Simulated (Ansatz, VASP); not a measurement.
# Be in VASP and in Ansatz

```
Be
1.0
     2.13964    0.00000    0.00000
    -1.06982    1.85298    0.00000
     0.00000    0.00000    2.49534
Be
1
Direct
  0.00000 0.00000 0.00000
```

Alike in both runs: functional PBE; k mesh 9 × 9 × 8; occupations gaussian, width 0.1 eV; no spin polarisation.

Ansatz relaxed the structure, and its values are those at the end. VASP's run is a single point on that final structure, the one shown.

|  | VASP | Ansatz |
| --- | --- | --- |
| version | VASP 6.6.1 | Ansatz 0.2.0 |
| potentials or method | VASP PAW PBE potentials, release 64 (Be), cutoff 520 eV | scalar-relativistic, plane waves, PAW |
| valence electrons in the cell | 2 | 2 |

```tsv
	VASP	Ansatz	Ansatz less VASP
gap on the k mesh at the Fermi level (eV)	none	none	-
pressure (GPa)	0.2	0.1	-0.11
```

A gap of «none» marks a metal or a gap that the smearing closes. With one functional, cell and mesh, what is left measures potentials, basis and numerics.

The k mesh is coarse, so the values compare programs but aren't converged.
